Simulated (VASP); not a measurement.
# MgS in VASP: notebook, part 2 of 2

VASP 6.6.1.

## 4. Electric field gradients, PBEsol (equal xy, yz and zx shear strains of -2 %)

File INCAR:

```
PREC = Accurate ; ENCUT = 520
EDIFF = 1E-8 ; ISMEAR = -1
SIGMA = 0.03 ; LREAL = False
LASPH = True ; NELM = 80
ALGO = Normal ; ISIF = 2
LWAVE = False ; LCHARG = False
GGA = PS ; LEFG = True
NBANDS = 11
```

File KPOINTS:

```
Automatic mesh
0
Gamma
  10 10 10
```

File POSCAR:

```
MgS
1.0
   -0.0520330000      2.5756335000      2.5756335000
    2.5756335000     -0.0520330000      2.5756335000
    2.5756335000      2.5756335000     -0.0520330000
Mg S
1 1
Direct
    0.0000000000      0.0000000000      0.0000000000
    0.5000000000      0.5000000000      0.5000000000
```

Potentials or basis: VASP PAW PBE potentials, release 64 (Mg, S).

Command:

```sh
cat potpaw_PBE.64/Mg/POTCAR potpaw_PBE.64/S/POTCAR > POTCAR
mpirun -np 1 vasp_std > vasp.out
```

OUTCAR:

```text
PREC = Accurate
   ENCUT = 520
   EDIFF = 1E-8
   ISMEAR = -1
   LREAL = False
   LASPH = True
   NELM = 80
   ISIF = 2
   GGA = PS

 ion  position               nearest neighbor table
   1  0.000  0.000  0.000-   2 2.60   2 2.60   2 2.60   2 2.60   2 2.60   2 2.60
   2  0.500  0.500  0.500-   1 2.60   1 2.60   1 2.60   1 2.60   1 2.60   1 2.60

  LATTYP: Found a trigonal (rhomboedric) cell.
 ALAT       =     3.6428674538
 COS(alpha) =     0.4797000918

  Lattice vectors:

 A1 = (  -0.0520330000,   2.5756335000,   2.5756335000)
 A2 = (   2.5756335000,  -0.0520330000,   2.5756335000)
 A3 = (   2.5756335000,   2.5756335000,  -0.0520330000)

Analysis of symmetry for initial positions (statically):
=====================================================================
 Subroutine PRICEL returns:
 Original cell was already a primitive cell.

 Routine SETGRP: Setting up the symmetry group for a
 trigonal (rhombohedral) supercell.

 Subroutine GETGRP returns: Found 12 space group operations
 (whereof 12 operations were pure point group operations)
 out of a pool of 12 trial point group operations.

The static configuration has the point symmetry D_3d.

Analysis of symmetry for dynamics (positions and initial velocities):
=====================================================================
 Subroutine PRICEL returns:
 Original cell was already a primitive cell.

 Routine SETGRP: Setting up the symmetry group for a
 trigonal (rhombohedral) supercell.

 Subroutine GETGRP returns: Found 12 space group operations
 (whereof 12 operations were pure point group operations)
 out of a pool of 12 trial point group operations.

The dynamic configuration has the point symmetry D_3d.

 Subroutine INISYM returns: Found 12 space group operations
 (whereof 12 operations are pure point group operations),
 and found     1 'primitive' translations

----------------------------------------------------------------------------------------

                                     Primitive cell

  volume of cell :      35.2083

  direct lattice vectors                    reciprocal lattice vectors
    -0.052033000  2.575633500  2.575633500    -0.188341237  0.192224562  0.192224562
     2.575633500 -0.052033000  2.575633500     0.192224562 -0.188341237  0.192224562
     2.575633500  2.575633500 -0.052033000     0.192224562  0.192224562 -0.188341237

  length of vectors
     3.642867454  3.642867454  3.642867454     0.330715869  0.330715869  0.330715869

  position of ions in fractional coordinates (direct lattice)
     0.000000000  0.000000000  0.000000000
     0.500000000  0.500000000  0.500000000

  ion indices of the primitive-cell ions
   primitive index   ion index
                 1           1
                 2           2

----------------------------------------------------------------------------------------

 KPOINTS: Automatic mesh

Automatic generation of k-mesh.
 Grid dimensions read from file:
 generate k-points for:   10   10   10

 Generating k-lattice:
[... 72 lines left out ...]
   PSTRESS=    0.0 pullay stress
   NELECT =       8.0000    total number of electrons
   NUPDOWN=      -1.0000    fix difference up-down
   EMIN   =  10.00;   EMAX   =-10.00  energy-range for DOS
   EFERMI =   0.00;   METHOD = LEGACY
   ISMEAR =    -1;   SIGMA  =   0.03  broadening in eV -4-tet -1-fermi 0-gaus
   EFERMI_NEDOS =   21; number of points for ismear=-14 and -15
   IALGO  =     38    algorithm
   IMIX   =      4    mixing-type and parameters
     AMIX     =   0.40;   BMIX     =  1.00
     AMIX_MAG =   1.60;   BMIX_MAG =  1.00
  volume/ion in A,a.u.               =      17.60       118.80
  Fermi-wavevector in a.u.,A,eV,Ry     =   0.998979  1.887797 13.578057  0.997959
  Thomas-Fermi vector in A             =   2.131239
   LORBIT       =      0    0 simple, 1 ext, 2 COOP (PROOUT), +10 PAW based schemes
   GGA     = PS    functional components
   LHFCALC =     F    Hartree Fock is set to
   AEXX    =    0.0000 exact exchange contribution
   IVDW    =     0    specifies the selected vdW correction
   LEPSILON=     F    determine dielectric tensor
   LRPA    =     F    only Hartree local field effects (RPA)
 non-spin polarized calculation
  energy-cutoff  :      520.00
  volume of cell :       35.21
 maximum number of plane-waves:       958
   NGX = 13   NGY = 13   NGZ = 13

 number of electron       8.0000000 magnetization

 Free energy of the ion-electron system (eV)
  ---------------------------------------------------
  ext. energy  EPLUGINS =         0.00000000
  ---------------------------------------------------
  free energy    TOTEN  =        -9.06669291 eV

  energy without entropy =       -9.06669291  energy(sigma->0) =       -9.06669291

 E-fermi :   4.4601     XC(G=0):  -9.8382

 val. band max:        3.8566927451   @ k =   0.0000   0.0000   0.0000
 cond. band min:       6.3683600124   @ k =   0.5000   0.5000   0.0000
 fundamental gap:      2.5116672673
 Fermi energy:         4.4600528626

 k-point     1 :       0.0000    0.0000    0.0000
  band No.  band energies     occupation
      1      -9.0054      2.00000
      2       3.5922      2.00000
      3       3.5922      2.00000
      4       3.8567      2.00000
      5       7.2553      0.00000
      6      11.3649      0.00000
      7      11.3649      0.00000
      8      11.9040      0.00000
      9      13.9994      0.00000
     10      13.9994      0.00000
     11      15.9393      0.00000
[... 309 lines left out ...]
 k-point    24 :       0.4000    0.3000    0.0000
  band No.  band energies     occupation
      1      -7.7048      2.00000
      2       0.0166      2.00000
      3       1.9209      2.00000
      4       2.4179      2.00000
      5       7.5858      0.00000
      6       8.7216      0.00000
      7      13.0121      0.00000
      8      14.2280      0.00000
      9      15.6096      0.00000
     10      16.9563      0.00000
     11      20.1679      0.00000

 [... further k-points ...]
[... 5 lines left out ...]
  --------------------------------------------------------------------------------------
  -------------------------------------------------------------------------------------
  Total       -0.2446806     -0.2446806     -0.2446806      0.2280492      0.2280492      0.2280492
  in kB      -11.1343462    -11.1343462    -11.1343462     10.3775214     10.3775214     10.3775214
  external PRESSURE =     -11.1343462 kB  Pullay stress =       0.0000000 kB

 VOLUME and BASIS-vectors are now :
 -----------------------------------------------------------------------------
  energy-cutoff  :      520.00
  volume of cell :       35.21
      direct lattice vectors                 reciprocal lattice vectors
    -0.052033000  2.575633500  2.575633500    -0.188341237  0.192224562  0.192224562
     2.575633500 -0.052033000  2.575633500     0.192224562 -0.188341237  0.192224562
     2.575633500  2.575633500 -0.052033000     0.192224562  0.192224562 -0.188341237

 POSITION                                       TOTAL-FORCE (eV/Angst)
 -----------------------------------------------------------------------------------
      0.00000      0.00000      0.00000         0.000000     -0.000000     -0.000000
      2.54962      2.54962      2.54962        -0.000000      0.000000      0.000000
 -----------------------------------------------------------------------------------
    total drift:                                0.000000      0.000000      0.000000

  FREE ENERGIE OF THE ION-ELECTRON SYSTEM (eV)
  ---------------------------------------------------
  free  energy   TOTEN  =        -9.0666929061 eV

  energy  without entropy=       -9.0666929061  energy(sigma->0) =       -9.06669291

 Electric field gradients (V/A^2)
---------------------------------------------------------------------
 ion       V_xx      V_yy      V_zz      V_xy      V_xz      V_yz
---------------------------------------------------------------------
   1       0.000    -0.000     0.000     0.336     0.336     0.336
   2      -0.000    -0.000     0.000    -5.320    -5.320    -5.320
---------------------------------------------------------------------

 Electric field gradients after diagonalization (V/A^2)
 (convention: |V_zz| > |V_xx| > |V_yy|)
----------------------------------------------------------------------
 ion       V_xx      V_yy      V_zz     asymmetry (V_yy - V_xx)/ V_zz
----------------------------------------------------------------------
   1      -0.336    -0.336     0.672       0.000
   2       5.320     5.320   -10.640       0.000
----------------------------------------------------------------------

           NMR quadrupolar parameters

 Cq : quadrupolar parameter    Cq=e*Q*V_zz/h
 eta: asymmetry parameters     (V_yy - V_xx)/ V_zz
 Q  : nuclear electric quadrupole moment in mb (millibarn)
----------------------------------------------------------------------
 ion       Cq(MHz)       eta       Q (mb)
----------------------------------------------------------------------
   1       0.002       0.000       1.000
   2      -0.026       0.000       1.000
----------------------------------------------------------------------
```

OSZICAR:

```text
N       E                     dE             d eps       ncg     rms          rms(c)
DAV:   1     0.209677040098E+02    0.20968E+02   -0.35724E+03  2672   0.593E+02
DAV:   2    -0.801889849673E+01   -0.28987E+02   -0.27274E+02  3203   0.996E+01
DAV:   3    -0.942981463983E+01   -0.14109E+01   -0.14085E+01  3163   0.232E+01
DAV:   4    -0.943854250469E+01   -0.87279E-02   -0.87272E-02  2996   0.217E+00
DAV:   5    -0.943861662127E+01   -0.74117E-04   -0.74116E-04  3186   0.199E-01    0.411E+00
DAV:   6    -0.911073674232E+01    0.32788E+00   -0.69508E-01  2894   0.323E+00    0.310E+00
DAV:   7    -0.906965403194E+01    0.41083E-01   -0.18367E-01  3092   0.181E+00    0.192E+00
DAV:   8    -0.906692577337E+01    0.27283E-02   -0.10463E-02  2834   0.589E-01    0.741E-01
DAV:   9    -0.906670330842E+01    0.22246E-03   -0.51532E-04  2963   0.126E-01    0.320E-01
DAV:  10    -0.906669220884E+01    0.11100E-04   -0.14399E-04  3001   0.534E-02    0.131E-02
DAV:  11    -0.906669313644E+01   -0.92760E-06   -0.16171E-06  3049   0.817E-03    0.170E-02
DAV:  12    -0.906669301361E+01    0.12284E-06   -0.15491E-07  3029   0.218E-03    0.501E-03
DAV:  13    -0.906669290917E+01    0.10444E-06   -0.87983E-08  2975   0.124E-03    0.131E-04
DAV:  14    -0.906669290614E+01    0.30322E-08   -0.97501E-10  1633   0.209E-04
   1 F= -.90666929E+01 E0= -.90666929E+01  d E =-.317113E-11
```

Wall time 61 s (1 thread of Intel Xeon 8259CL, shared host); peak memory 0.19 GiB.

What came out:

```
Free energy                             : -9.0667 eV
Pressure                                : -1.1 GPa
Band gap on the k mesh                  : 2.51 eV (least direct gap 3.40 eV)
Largest electric field gradient by atom : Mg +0.7; S -10.6 V/Å²
```

Stress tensor (GPa, compression positive):
```
-1.11  1.04  1.04
 1.04 -1.11  1.04
 1.04  1.04 -1.11
```

Levels at points of the mesh, in eV from the valence-band top:
```tsv
k point	band 2	band 3	band 4	band 5	band 6	band 7
(0.00, 0.00, 0.00)	-0.26	-0.26	0.00	3.40	7.51	7.51
(0.50, 0.00, 0.00)	-5.11	-0.80	-0.65	4.28	6.60	6.88
(0.50, 0.50, 0.00)	-4.44	-2.01	-1.75	2.51	4.08	11.63
(0.50, 0.50, 0.50)	-4.97	-0.91	-0.91	4.02	6.42	6.42
```

Electric field gradients, principal values (V/Å²):
```
atom   least  middle  greatest (by size)
1 Mg  -0.336  -0.336               0.672
 2 S   5.320   5.320             -10.640
```

Caveat: the cell differs from its parent crystal (equal xy, yz and zx shear strains of -2 %); without QUAD_EFG the Cq values of the log hold for a quadrupole moment of 1 mb, not for the nuclei; the PAW data sets were made with another functional, which shifts forces and pressure a little. A k mesh can miss the band edges.

## 5. Electric field gradients, PBEsol (equal xy, yz and zx shear strains of -1 %)

File INCAR:

```
SYSTEM = MgS
  PREC = Accurate
  ENCUT = 520
  EDIFF = 1E-8
  ISMEAR = -1
  SIGMA = 0.03
  LREAL = .False.
  LASPH = .True.
  NELM = 80
  ALGO = Normal
  ISIF = 2
  LWAVE = .False.
  LCHARG = .False.
  GGA = PS
  LEFG = .True.
  NBANDS = 11
```

File KPOINTS:

```
regular mesh
0
Gamma
  10 10 10
  0 0 0
```

File POSCAR:

```
MgS
1.0
   -0.0260165000      2.5886417500      2.5886417500
    2.5886417500     -0.0260165000      2.5886417500
    2.5886417500      2.5886417500     -0.0260165000
Mg S
1 1
Direct
    0.0000000000      0.0000000000      0.0000000000
    0.5000000000      0.5000000000      0.5000000000
```

Potentials or basis: VASP PAW PBE potentials, release 64 (Mg, S).

Command:

```sh
cat potpaw_PBE.64/Mg/POTCAR potpaw_PBE.64/S/POTCAR > POTCAR
mpirun -np 1 vasp_std > vasp.out
```

OUTCAR:

```text
SYSTEM = MgS
   PREC = Accurate
   ENCUT = 520
   EDIFF = 1E-8
   ISMEAR = -1
   LREAL = .False.
   LASPH = .True.
   NELM = 80
   ISIF = 2
   GGA = PS

 ion  position               nearest neighbor table
   1  0.000  0.000  0.000-   2 2.60   2 2.60   2 2.60   2 2.60   2 2.60   2 2.60
   2  0.500  0.500  0.500-   1 2.60   1 2.60   1 2.60   1 2.60   1 2.60   1 2.60

  LATTYP: Found a trigonal (rhomboedric) cell.
 ALAT       =     3.6609847142
 COS(alpha) =     0.4899250057

  Lattice vectors:

 A1 = (  -0.0260165000,   2.5886417500,   2.5886417500)
 A2 = (   2.5886417500,  -0.0260165000,   2.5886417500)
 A3 = (   2.5886417500,   2.5886417500,  -0.0260165000)

Analysis of symmetry for initial positions (statically):
=====================================================================
 Subroutine PRICEL returns:
 Original cell was already a primitive cell.

 Routine SETGRP: Setting up the symmetry group for a
 trigonal (rhombohedral) supercell.

 Subroutine GETGRP returns: Found 12 space group operations
 (whereof 12 operations were pure point group operations)
 out of a pool of 12 trial point group operations.

The static configuration has the point symmetry D_3d.

Analysis of symmetry for dynamics (positions and initial velocities):
=====================================================================
 Subroutine PRICEL returns:
 Original cell was already a primitive cell.

 Routine SETGRP: Setting up the symmetry group for a
 trigonal (rhombohedral) supercell.

 Subroutine GETGRP returns: Found 12 space group operations
 (whereof 12 operations were pure point group operations)
 out of a pool of 12 trial point group operations.

The dynamic configuration has the point symmetry D_3d.
[... 163 lines left out ...]
      9      13.9897      0.00000
     10      13.9897      0.00000
     11      15.9629      0.00000
[... 309 lines left out ...]
 k-point    24 :       0.4000    0.3000   -0.0000
  band No.  band energies     occupation
      1      -7.7074      2.00000
      2       0.0199      2.00000
      3       1.9641      2.00000
      4       2.3523      2.00000
      5       7.5679      0.00000
      6       8.7386      0.00000
      7      13.0428      0.00000
      8      14.1698      0.00000
      9      15.6472      0.00000
     10      16.9246      0.00000
     11      20.2065      0.00000

 [... further k-points ...]
[... 5 lines left out ...]
  --------------------------------------------------------------------------------------
  -------------------------------------------------------------------------------------
  Total       -0.2485113     -0.2485113     -0.2485113      0.1158203      0.1158203      0.1158203
  in kB      -11.3060999    -11.3060999    -11.3060999      5.2692830      5.2692830      5.2692830
  external PRESSURE =     -11.3060999 kB  Pullay stress =       0.0000000 kB

 VOLUME and BASIS-vectors are now :
 -----------------------------------------------------------------------------
  energy-cutoff  :      520.00
  volume of cell :       35.22
      direct lattice vectors                 reciprocal lattice vectors
    -0.026016500  2.588641750  2.588641750    -0.190263774  0.192195386  0.192195386
     2.588641750 -0.026016500  2.588641750     0.192195386 -0.190263774  0.192195386
     2.588641750  2.588641750 -0.026016500     0.192195386  0.192195386 -0.190263774

 POSITION                                       TOTAL-FORCE (eV/Angst)
 -----------------------------------------------------------------------------------
      0.00000      0.00000      0.00000        -0.000000      0.000000     -0.000000
      2.57563      2.57563      2.57563         0.000000     -0.000000      0.000000
 -----------------------------------------------------------------------------------
    total drift:                                0.000000      0.000000      0.000000

  FREE ENERGIE OF THE ION-ELECTRON SYSTEM (eV)
  ---------------------------------------------------
  free  energy   TOTEN  =        -9.0718415972 eV

  energy  without entropy=       -9.0718415972  energy(sigma->0) =       -9.07184160

 Electric field gradients (V/A^2)
---------------------------------------------------------------------
 ion       V_xx      V_yy      V_zz      V_xy      V_xz      V_yz
---------------------------------------------------------------------
   1      -0.000     0.000     0.000     0.167     0.167     0.167
   2       0.000     0.000    -0.000    -2.692    -2.692    -2.692
---------------------------------------------------------------------

 Electric field gradients after diagonalization (V/A^2)
 (convention: |V_zz| > |V_xx| > |V_yy|)
----------------------------------------------------------------------
 ion       V_xx      V_yy      V_zz     asymmetry (V_yy - V_xx)/ V_zz
----------------------------------------------------------------------
   1      -0.167    -0.167     0.334       0.000
   2       2.692     2.692    -5.383       0.000
----------------------------------------------------------------------

           NMR quadrupolar parameters

 Cq : quadrupolar parameter    Cq=e*Q*V_zz/h
 eta: asymmetry parameters     (V_yy - V_xx)/ V_zz
 Q  : nuclear electric quadrupole moment in mb (millibarn)
----------------------------------------------------------------------
 ion       Cq(MHz)       eta       Q (mb)
----------------------------------------------------------------------
   1       0.001       0.000       1.000
   2      -0.013       0.000       1.000
----------------------------------------------------------------------
```

stdout:

```text
POSCAR found type information on POSCAR MgS
 POSCAR found :  2 types and       2 ions
 scaLAPACK will be used
 -----------------------------------------------------------------------------
|                                                                             |
|                                                                             |
|     You enforced a specific xc type in the INCAR file but a different       |
|     I HOPE YOU KNOW WHAT YOU ARE DOING!                                     |
|                                                                             |
 -----------------------------------------------------------------------------

 LDA part: xc-table for (Slater+PW92), standard interpolation
 POSCAR, INCAR and KPOINTS ok, starting setup
 FFT: planning ... GRIDC
 FFT: planning ... GRID_SOFT
 FFT: planning ... GRID
 WAVECAR not read
 entering main loop
ion   1

ion   2
```

It took 62 s on 1 thread of Intel Xeon 8259CL, shared host; peak memory 0.19 GiB.

Results:

```
Free energy                             : -9.0718 eV
Pressure                                : -1.1 GPa
Band gap on the k mesh                  : 2.61 eV (least direct gap 3.50 eV)
Largest electric field gradient by atom : Mg +0.3; S -5.4 V/Å²
```

Levels at points of the mesh, in eV from the valence-band top:
```tsv
k point	band 1	band 2	band 3	band 4	band 5	band 6	band 7	band 8	band 9
(0.00, 0.00, 0.00)	-12.77	-0.13	-0.13	0.00	3.50	7.68	7.68	7.94	10.22
(0.50, 0.00, 0.00)	-11.46	-5.00	-0.70	-0.63	4.34	6.71	6.85	9.99	11.87
(0.50, 0.50, 0.00)	-11.07	-4.35	-1.86	-1.73	2.61	4.16	11.76	12.73	13.15
(0.50, 0.50, 0.50)	-11.41	-4.94	-0.76	-0.76	4.21	6.62	6.62	9.94	11.93
```

Electric field gradients, principal values (V/Å²):
```csv
atom,least,middle,greatest (by size)
1 Mg,-0.167,-0.167,0.334
2 S,2.692,2.692,-5.383
```

Caveat: the cell differs from its parent crystal (equal xy, yz and zx shear strains of -1 %); without QUAD_EFG the Cq values of the log hold for a quadrupole moment of 1 mb, not for the nuclei; the PAW data sets were made with another functional, which shifts forces and pressure a little. A k mesh can miss the band edges.

## 6. Overview

```csv
cell,gap on the mesh (eV),pressure (GPa)
"a = 3.716, b = 3.716, c = 3.679 Å, angles 60.3, 60.3, 59.3°, 2 atoms",2.58,-2.5
"a = 3.698, b = 3.698, c = 3.716 Å, angles 59.8, 59.8, 60.3°, 2 atoms",2.62,-2.5
"a = 3.643 Å, angles 61.3°, 2 atoms",2.51,-1.1
"a = 3.661 Å, angles 60.7°, 2 atoms",2.61,-1.1
```

Alike in all rows: task electric field gradients; level PBEsol; potentials or basis VASP PAW PBE potentials, release 64 (Mg, S); no spin polarisation; k mesh 10 × 10 × 10; cutoff (eV) 520; smearing fermi-dirac 0.03 eV.

Caveats: the PAW data sets were made with another functional, which shifts forces and pressure a little.

Absolute energies hang on the potentials; compare differences alone.
